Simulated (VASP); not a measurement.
# HgTe (F-43m) in VASP: further runs

The runs below take HgTe through single point, with PBE.

Program: VASP 6.6.1. These are calculated values, not measurements. Logs are shortened: lines on timing, memory, paths and dates and some standing lists are left out, and cuts for length are marked.

**1. The cell of the first run**

Symmetry: F-43m, No. 216, cubic system. The conventional cell has a = 6.338 Å, b = 6.338 Å, c = 6.338 Å, α = 90.00°, β = 90.00°, γ = 90.00°. Within 3.6 Å of Hg (site symmetry -43m) lie 4 Te at 2.74 Å. Within 3.6 Å of Te (site symmetry -43m) lie 4 Hg at 2.74 Å.

**2. Single point, PBE (volume scaled by 0.95)**

Input file INCAR:

```
SYSTEM = HgTe
PREC = Accurate
ENCUT = 520
EDIFF = 1E-7
ISMEAR = -1
SIGMA = 0.03
LREAL = .False.
LASPH = .True.
NELM = 80
ALGO = Normal
ISIF = 2
LWAVE = .False.
LCHARG = .False.
GGA = PE
NBANDS = 16
```

Input file KPOINTS:

```
regular mesh
0
Gamma
  11 11 11
  0 0 0
```

Input file POSCAR:

```
HgTe
1.0
    0.0000000000      3.1688538499      3.1688538499
    3.1688538499      0.0000000000      3.1688538499
    3.1688538499      3.1688538499      0.0000000000
Hg Te
1 1
Direct
    0.0000000000      0.0000000000      0.0000000000
    0.7500000000      0.7500000000      0.7500000000
```

Potentials or basis: VASP PAW PBE potentials, release 64 (Hg, Te).

Launch:

```sh
> cat potpaw_PBE.64/Hg/POTCAR potpaw_PBE.64/Te/POTCAR > POTCAR
> mpirun -np 1 vasp_std > vasp.out
```

OUTCAR:

```text
SYSTEM = HgTe
   PREC = Accurate
   ENCUT = 520
   EDIFF = 1E-7
   ISMEAR = -1
   LREAL = .False.
   LASPH = .True.
   NELM = 80
   ISIF = 2
   GGA = PE

 ion  position               nearest neighbor table
   1  0.000  0.000  0.000-   2 2.74   2 2.74   2 2.74   2 2.74
   2  0.750  0.750  0.750-   1 2.74   1 2.74   1 2.74   1 2.74

  LATTYP: Found a face centered cubic cell.
 ALAT       =     6.3377076998

  Lattice vectors:

 A1 = (   0.0000000000,   3.1688538499,   3.1688538499)
 A2 = (   3.1688538499,   0.0000000000,   3.1688538499)
 A3 = (   3.1688538499,   3.1688538499,   0.0000000000)

Analysis of symmetry for initial positions (statically):
=====================================================================
 Subroutine PRICEL returns:
 Original cell was already a primitive cell.

 Routine SETGRP: Setting up the symmetry group for a
 face centered cubic supercell.

 Subroutine GETGRP returns: Found 24 space group operations
 (whereof 24 operations were pure point group operations)
 out of a pool of 48 trial point group operations.

The static configuration has the point symmetry T_d .

Analysis of symmetry for dynamics (positions and initial velocities):
=====================================================================
 Subroutine PRICEL returns:
 Original cell was already a primitive cell.

 Routine SETGRP: Setting up the symmetry group for a
 face centered cubic supercell.

 Subroutine GETGRP returns: Found 24 space group operations
 (whereof 24 operations were pure point group operations)
 out of a pool of 48 trial point group operations.

The dynamic configuration has the point symmetry T_d .

 Subroutine INISYM returns: Found 24 space group operations
 (whereof 24 operations are pure point group operations),
 and found     1 'primitive' translations

----------------------------------------------------------------------------------------

                                     Primitive cell

  volume of cell :      63.6409

  direct lattice vectors                    reciprocal lattice vectors
     0.000000000  3.168853850  3.168853850    -0.157785756  0.157785756  0.157785756
     3.168853850  0.000000000  3.168853850     0.157785756 -0.157785756  0.157785756
     3.168853850  3.168853850  0.000000000     0.157785756  0.157785756 -0.157785756

  length of vectors
     4.481436092  4.481436092  4.481436092     0.273292946  0.273292946  0.273292946

  position of ions in fractional coordinates (direct lattice)
     0.000000000  0.000000000  0.000000000
     0.750000000  0.750000000  0.750000000

  ion indices of the primitive-cell ions
   primitive index   ion index
                 1           1
                 2           2

----------------------------------------------------------------------------------------

 KPOINTS: regular mesh

Automatic generation of k-mesh.
 Grid dimensions read from file:
 generate k-points for:   11   11   11

 Generating k-lattice:

  Cartesian coordinates                     Fractional coordinates (reciprocal lattice)
    -0.014344160  0.014344160  0.014344160     0.090909091  0.000000000  0.000000000
     0.014344160 -0.014344160  0.014344160     0.000000000  0.090909091  0.000000000
     0.014344160  0.014344160 -0.014344160     0.000000000  0.000000000  0.090909091

  Length of vectors
     0.024844813  0.024844813  0.024844813

  Shift w.r.t. Gamma in fractional coordinates (k-lattice)
     0.000000000  0.000000000  0.000000000

 Subroutine IBZKPT returns following result:
 ===========================================

 Found     56 irreducible k-points:

 Following reciprocal coordinates:
            Coordinates               Weight
  0.000000  0.000000  0.000000      1.000000
  0.090909  0.000000  0.000000      8.000000
  0.181818  0.000000  0.000000      8.000000
  0.272727  0.000000  0.000000      8.000000
  0.363636  0.000000  0.000000      8.000000
  0.454545  0.000000  0.000000      8.000000
[... 16 lines left out ...]
 -0.272727  0.181818  0.000000     24.000000
 -0.181818  0.181818  0.000000     12.000000
 [... further k-points ...]
   k-points           NKPTS =     56   k-points in BZ     NKDIM =     56   number of bands    NBANDS=     16
   number of dos      NEDOS =    301   number of ions     NIONS =      2
   total plane-waves  NPLWV =  46656
   dimension x,y,z NGX =    36 NGY =   36 NGZ =   36
   dimension x,y,z NGXF=    72 NGYF=   72 NGZF=   72
   ions per type =               1   1
   NGX,Y,Z   is equivalent  to a cutoff of  13.35, 13.35, 13.35 a.u.
   NGXF,Y,Z  is equivalent  to a cutoff of  26.71, 26.71, 26.71 a.u.
 SYSTEM =  HgTe
   PREC   = accura    normal or accurate (medium, high low for compatibility)
   ISTART =      0    job   : 0-new  1-cont  2-samecut
   ICHARG =      2    charge: 1-file 2-atom 10-const
   ISPIN  =      1    spin polarized calculation?
   LNONCOLLINEAR =      F non collinear calculations
   LSORBIT =      F    spin-orbit coupling
   LASPH  =      T    aspherical Exc in radial PAW
   ENCUT  =  520.0 eV  38.22 Ry    6.18 a.u.   8.33  8.33  8.33*2*pi/ulx,y,z
   NELM   =     80;   NELMIN=  2; NELMDL= -5     # of ELM steps
   EDIFF  = 0.1E-06   stopping-criterion for ELM
   LREAL  =      F    real-space projection
   EDIFFG = 0.1E-05   stopping-criterion for IOM
   NSW    =      0    number of steps for IOM
   IBRION =     -1    ionic relax: 0-MD 1-quasi-New 2-CG
   NFREE  =      0    steps in history (QN), initial steepest desc. (CG)
   ISIF   =      2    stress and relaxation
   ISYM   =      2    0-nonsym 1-usesym 2-fastsym
   POTIM  = 0.5000    time-step for ionic-motion
   TEBEG  =    0.0;   TEEND  =   0.0 temperature during run
   PSTRESS=    0.0 pullay stress
   NELECT =      18.0000    total number of electrons
   NUPDOWN=      -1.0000    fix difference up-down
   EMIN   =  10.00;   EMAX   =-10.00  energy-range for DOS
   EFERMI =   0.00;   METHOD = LEGACY
   ISMEAR =    -1;   SIGMA  =   0.03  broadening in eV -4-tet -1-fermi 0-gaus
   EFERMI_NEDOS =   21; number of points for ismear=-14 and -15
   IALGO  =     38    algorithm
   IMIX   =      4    mixing-type and parameters
     AMIX     =   0.40;   BMIX     =  1.00
     AMIX_MAG =   1.60;   BMIX_MAG =  1.00
  volume/ion in A,a.u.               =      31.82       214.74
  Fermi-wavevector in a.u.,A,eV,Ry     =   1.074616  2.030731 15.712013  1.154800
  Thomas-Fermi vector in A             =   2.210450
   LORBIT       =      0    0 simple, 1 ext, 2 COOP (PROOUT), +10 PAW based schemes
   GGA     = PE    functional components
   LHFCALC =     F    Hartree Fock is set to
   AEXX    =    0.0000 exact exchange contribution
   IVDW    =     0    specifies the selected vdW correction
   LEPSILON=     F    determine dielectric tensor
   LRPA    =     F    only Hartree local field effects (RPA)
 non-spin polarized calculation
  energy-cutoff  :      520.00
  volume of cell :       63.64
 maximum number of plane-waves:      1735
 NGX is ok and might be reduce to    36
   NGX = 17   NGY = 17   NGZ = 17

 number of electron      17.9999999 magnetization

 Free energy of the ion-electron system (eV)
  ---------------------------------------------------
  ext. energy  EPLUGINS =         0.00000000
  ---------------------------------------------------
  free energy    TOTEN  =        -3.45351214 eV

  energy without entropy =       -3.45338446  energy(sigma->0) =       -3.45344830

 E-fermi :   3.7814     XC(G=0):  -9.0173

 val. band max:        3.7520440743   @ k =   0.0000   0.0000   0.0000
 cond. band min:       4.3137646482   @ k =   0.0909   0.0000   0.0000
 fundamental gap:      0.5617205739
 Fermi energy:         3.7814322604

 k-point     1 :       0.0000    0.0000    0.0000
  band No.  band energies     occupation
      1      -8.6865      2.00000
      2      -3.9722      2.00000
      3      -3.9722      2.00000
      4      -3.9722      2.00000
      5      -3.3673      2.00000
      6      -3.3673      2.00000
[... 8 lines left out ...]
     15      13.3868      0.00000
     16      13.3868      0.00000

 k-point     2 :       0.0909    0.0000    0.0000
  band No.  band energies     occupation
      1      -8.6398      2.00000
      2      -3.9589      2.00000
      3      -3.9589      2.00000
      4      -3.9589      2.00000
      5      -3.3690      2.00000
      6      -3.3690      2.00000
[... 8 lines left out ...]
     15      12.6978      0.00000
     16      12.6978      0.00000

 k-point     3 :       0.1818    0.0000    0.0000
  band No.  band energies     occupation
      1      -8.5108      2.00000
      2      -3.9245      2.00000
      3      -3.9245      2.00000
      4      -3.9045      2.00000
      5      -3.3711      2.00000
      6      -3.3711      2.00000
[... 8 lines left out ...]
     15      12.2629      0.00000
     16      12.2629      0.00000

 k-point     4 :       0.2727    0.0000    0.0000
  band No.  band energies     occupation
      1      -8.3331      2.00000
      2      -3.8833      2.00000
      3      -3.8833      2.00000
      4      -3.7691      2.00000
      5      -3.3676      2.00000
      6      -3.3676      2.00000
[... 8 lines left out ...]
     15      12.3183      0.00000
     16      12.3183      0.00000
[... 324 lines left out ...]
 k-point    22 :      -0.3636    0.1818    0.0000
  band No.  band energies     occupation
      1      -7.9933      2.00000
      2      -3.8059      2.00000
      3      -3.7826      2.00000
      4      -3.4008      2.00000
      5      -3.3697      2.00000
      6      -3.1494      2.00000
[... 8 lines left out ...]
     15      12.5742      0.00000
     16      13.6615      0.00000

 k-point    23 :      -0.2727    0.1818    0.0000
  band No.  band energies     occupation
      1      -8.1129      2.00000
      2      -3.8208      2.00000
      3      -3.8168      2.00000
      4      -3.5650      2.00000
      5      -3.3896      2.00000
      6      -3.3063      2.00000
[... 8 lines left out ...]
     15      13.0558      0.00000
     16      14.2580      0.00000

 k-point    24 :      -0.1818    0.1818    0.0000
  band No.  band energies     occupation
      1      -8.2726      2.00000
      2      -3.8680      2.00000
      3      -3.8477      2.00000
      4      -3.7557      2.00000
      5      -3.3945      2.00000
      6      -3.3367      2.00000
[... 8 lines left out ...]
     15      12.9979      0.00000
     16      13.2462      0.00000

 [... further k-points ...]
[... 5 lines left out ...]
  --------------------------------------------------------------------------------------
  -------------------------------------------------------------------------------------
  Total        2.8992426      2.8992426      2.8992426      0.0000000      0.0000000      0.0000000
  in kB       72.9891845     72.9891845     72.9891845      0.0000000      0.0000000      0.0000000
  external PRESSURE =      72.9891845 kB  Pullay stress =       0.0000000 kB

 VOLUME and BASIS-vectors are now :
 -----------------------------------------------------------------------------
  energy-cutoff  :      520.00
  volume of cell :       63.64
      direct lattice vectors                 reciprocal lattice vectors
     0.000000000  3.168853850  3.168853850    -0.157785756  0.157785756  0.157785756
     3.168853850  0.000000000  3.168853850     0.157785756 -0.157785756  0.157785756
     3.168853850  3.168853850  0.000000000     0.157785756  0.157785756 -0.157785756

 POSITION                                       TOTAL-FORCE (eV/Angst)
 -----------------------------------------------------------------------------------
      0.00000      0.00000      0.00000         0.000000      0.000000      0.000000
      4.75328      4.75328      4.75328        -0.000000     -0.000000     -0.000000
 -----------------------------------------------------------------------------------
    total drift:                               -0.000000     -0.000000     -0.000000

  FREE ENERGIE OF THE ION-ELECTRON SYSTEM (eV)
  ---------------------------------------------------
  free  energy   TOTEN  =        -3.4535121379 eV

  energy  without entropy=       -3.4533844612  energy(sigma->0) =       -3.45344830
```

Run time: 69 s. Hardware: 1 thread of Intel Xeon Platinum 8375C at 2.90GHz (Ice Lake), shared host; peak memory 0.23 GiB.

Results:

```
Free energy            : -3.4535 eV
Pressure               : 7.3 GPa
Band gap on the k mesh : zero (filled and empty bands touch)
```

Levels at points of the mesh, in eV from the Fermi level:
| k point | band 6 | band 7 | band 8 | band 9 | band 10 | band 11 | band 12 | band 13 |
| --- | --- | --- | --- | --- | --- | --- | --- | --- |
| (0.00, 0.00, 0.00) | -7.15 | -0.61 | -0.03 | -0.03 | -0.03 | 4.08 | 4.08 | 4.08 |

Caveat: spin-orbit coupling is left out, which moves the levels of the heavy elements.

**3. Single point, PBE (volume scaled by 0.975)**

Input file INCAR:

```
  PREC = Accurate
  ENCUT = 520
  EDIFF = 1E-6
  ISMEAR = -1
  SIGMA = 0.03
  LREAL = F
  LASPH = T
  NELM = 100
  ALGO = Normal
  ISIF = 2
  LWAVE = F
  LCHARG = F
  GGA = PE
  NBANDS = 16
```

Input file KPOINTS:

```
regular mesh
0
Gamma
  11 11 11
```

Input file POSCAR:

```
HgTe
1.0
    0.0000000000      3.1964104840      3.1964104840
    3.1964104840      0.0000000000      3.1964104840
    3.1964104840      3.1964104840      0.0000000000
Hg Te
1 1
Direct
    0.0000000000      0.0000000000      0.0000000000
    0.7500000000      0.7500000000      0.7500000000
```

Potentials or basis: VASP PAW PBE potentials, release 64 (Hg, Te).

Launch:

```sh
> cat potpaw_PBE.64/Hg/POTCAR potpaw_PBE.64/Te/POTCAR > POTCAR
> mpirun -np 1 vasp_std > vasp.out
```

It took 60 s on 1 thread of Intel Xeon Platinum 8375C at 2.90GHz (Ice Lake), shared host; peak memory 0.24 GiB.

The run converged. Its results:

| Item | Value |
| --- | --- |
| Free energy | -3.5212 eV |
| Pressure | 5.6 GPa |
| Band gap on the k mesh | zero (filled and empty bands touch) |

Levels at points of the mesh, in eV from the Fermi level:
```tsv
k point	band 7	band 8	band 9	band 10	band 11	band 12
(0.00, 0.00, 0.00)	-0.67	-0.03	-0.03	-0.03	4.14	4.14
```

Caveat: spin-orbit coupling is left out, which moves the levels of the heavy elements.

(Continued in part 2 of 2.)
